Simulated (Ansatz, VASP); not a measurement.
MgMnV4O12 in VASP and in Ansatz

Contents of POSCAR:

```
MgMnV4O12
1.0
    5.3824362059     -4.3477504115      0.0000000000
    5.3824362059      4.3477504115      0.0000000000
   -2.2314627161      0.0000000000      5.5072290708
Mg Mn V O
1 1 4 12
Direct
    0.2584337100      0.7415662900      0.0000000000
    0.0630879900      0.9369120100      0.5000000000
    0.3969708400      0.1930041000      0.0306597600
    0.2064892500      0.3914551200      0.5408715300
    0.8069959000      0.6030291600      0.9693402400
    0.6085448800      0.7935107500      0.4591284700
    0.2484603200      0.9959074900      0.8907074500
    0.6328269100      0.0882869200      0.0581670400
    0.0291009800      0.2371681200      0.4540992700
    0.3449367300      0.3853108200      0.8511325800
    0.9117130800      0.3671730900      0.9418329600
    0.3624551800      0.3320839000      0.3296949400
    0.6146891800      0.6550632700      0.1488674200
    0.1085729500      0.6461757100      0.6011806900
    0.6679161000      0.6375448200      0.6703050600
    0.0040925100      0.7515396800      0.1092925500
    0.3538242900      0.8914270500      0.3988193100
    0.7628318800      0.9708990200      0.5459007300
```

Contents of INCAR.step1:

```
SYSTEM = MgMnV4O12
PREC     = Accurate       ! precision mode
ENCUT    = 580            ! plane-wave cutoff, eV
ISMEAR   = -1             ! smearing method
SIGMA    = 0.02           ! smearing width, eV
LREAL    = .False.        ! projectors in reciprocal space
LASPH    = .True.         ! aspherical terms in the spheres
NELM     = 200            ! most SCF steps
ISPIN    = 2              ! spin polarisation
MAGMOM   = 0 5 0 0 0 0 0 0 0 0 0 0 0 0 0 0 0 0 ! initial moments
LMAXMIX  = 4              ! l up to which the mixer works
NBANDS   = 88             ! bands
GGA      = PE             ! functional
ALGO     = Normal         ! electronic algorithm
EDIFF    = 1E-5           ! SCF threshold, eV
LWAVE    = .True.         ! write WAVECAR
LCHARG   = .False.        ! write CHGCAR
GGA_COMPAT= .False.      
KPAR     = 4
```

Contents of INCAR.step2:

```
SYSTEM = MgMnV4O12
PREC     = Accurate       ! precision mode
ENCUT    = 580            ! plane-wave cutoff, eV
EDIFF    = 1E-7           ! SCF threshold, eV
ISMEAR   = -1             ! smearing method
SIGMA    = 0.02           ! smearing width, eV
LREAL    = .False.        ! projectors in reciprocal space
LASPH    = .True.         ! aspherical terms in the spheres
NELM     = 200            ! most SCF steps
ALGO     = Normal         ! electronic algorithm
ISIF     = 2              ! what is computed and relaxed
LWAVE    = .False.        ! write WAVECAR
LCHARG   = .False.        ! write CHGCAR
ISPIN    = 2              ! spin polarisation
MAGMOM   = 0 5 0 0 0 0 0 0 0 0 0 0 0 0 0 0 0 0 ! initial moments
LORBIT   = 11             ! projections on sites
LMAXMIX  = 4              ! l up to which the mixer works
METAGGA  = R2SCAN         ! meta-GGA
LMIXTAU  = .True.       
LEFG     = .True.       
NBANDS   = 88             ! bands
ISTART   = 1            
GGA_COMPAT= .False.      
KPAR     = 4
```

KPOINTS

```
regular mesh
0
Gamma
  3 3 4
  0 0 0
```

Input for Ansatz:

```yaml
crystal:
  lattice:
    - [5.3824362059, -4.3477504115, 0.0]
    - [5.3824362059, 4.3477504115, 0.0]
    - [-2.2314627161, 0.0, 5.5072290708]
  atoms:
    - { symbol: Mg, position: [0.25843371, 0.74156629, 0.0] }
    - { symbol: Mn, position: [0.06308799, 0.93691201, 0.5], spin: 5.0 }
    - { symbol: V, position: [0.39697084, 0.1930041, 0.03065976] }
    - { symbol: V, position: [0.20648925, 0.39145512, 0.54087153] }
    - { symbol: V, position: [0.8069959, 0.60302916, 0.96934024] }
    - { symbol: V, position: [0.60854488, 0.79351075, 0.45912847] }
    - { symbol: O, position: [0.24846032, 0.99590749, 0.89070745] }
    - { symbol: O, position: [0.63282691, 0.08828692, 0.05816704] }
    - { symbol: O, position: [0.02910098, 0.23716812, 0.45409927] }
    - { symbol: O, position: [0.34493673, 0.38531082, 0.85113258] }
    - { symbol: O, position: [0.91171308, 0.36717309, 0.94183296] }
    - { symbol: O, position: [0.36245518, 0.3320839, 0.32969494] }
    - { symbol: O, position: [0.61468918, 0.65506327, 0.14886742] }
    - { symbol: O, position: [0.10857295, 0.64617571, 0.60118069] }
    - { symbol: O, position: [0.6679161, 0.63754482, 0.67030506] }
    - { symbol: O, position: [0.00409251, 0.75153968, 0.10929255] }
    - { symbol: O, position: [0.35382429, 0.89142705, 0.39881931] }
    - { symbol: O, position: [0.76283188, 0.97089902, 0.54590073] }
magnetization:
  spin_polarized: true
kpoints:
  mp_grid: { grid: [3, 3, 4] }
scf:
  occupations: { method: fermi_dirac, width: 0.02 }
hamiltonian:
  xc: r2scan
  pseudopotentials: { kind: paw }
output:
  forces: true
  stress: true
  populations: true
  efg:
    quadrupole_moments_barn: { Mg: 0.1994, Mn: 0.33, V: -0.052, O: -0.02558 }
    contact_densities: true
  write_density: true
  write_potential: true
  elf: true
  volumetric_format: npy
```

Alike in both runs: task electric field gradients; functional r2SCAN; k mesh 3 × 3 × 4; occupations fermi-dirac, width 0.02 eV; collinear spin.

```csv
,VASP,Ansatz
version,VASP 6.6.1,Ansatz 0.2.0
potentials or method,"VASP PAW PBE potentials, release 64 (Mg, Mn_pv, V_sv, O)","plane-wave PAW, scalar-relativistic"
plane-wave cutoff (eV),580,500
valence electrons in the cell,139,149
```

Ansatz gave:

```
gap on the k mesh at the Fermi level (eV)                     : 1.55
pressure (GPa)                                                : -8.5
traceless stress, the component that is largest in VASP (GPa) : 0.96
rms of the force components (eV/Å)                            : 0.554
net moment per atom (μB)                                      : 0.28
size of the moment on the site where the two differ most (μB) : 4.11
size of Vzz on the site where it differs most (V/Å²)          : 41.1
```

Estimate VASP's values.

gap on the k mesh at the Fermi level (eV): 1.57; pressure (GPa): -7.6; traceless stress, the component that is largest in VASP (GPa): 0.45; rms of the force components (eV/Å): 0.396; net moment per atom (μB): 0.28; size of the moment on the site where the two differ most (μB): 4.46; size of Vzz on the site where it differs most (V/Å²): 38.0.

VASP's potentials were made for PBE, not for r2SCAN. Site moments also hang on the region over which each program counts them. Atom by atom the forces differ by 0.170 eV/Å (rms over components). One of these differences is far larger than is usual between the two programs; its cause wasn't traced. The functional is the same, so the differences come from potentials, cutoffs and numerics. VASP's potentials hold 139 valence electrons a cell and Ansatz's 149, so a difference there can come from the potentials and not from the codes. Ansatz's warnings: stability check not made.
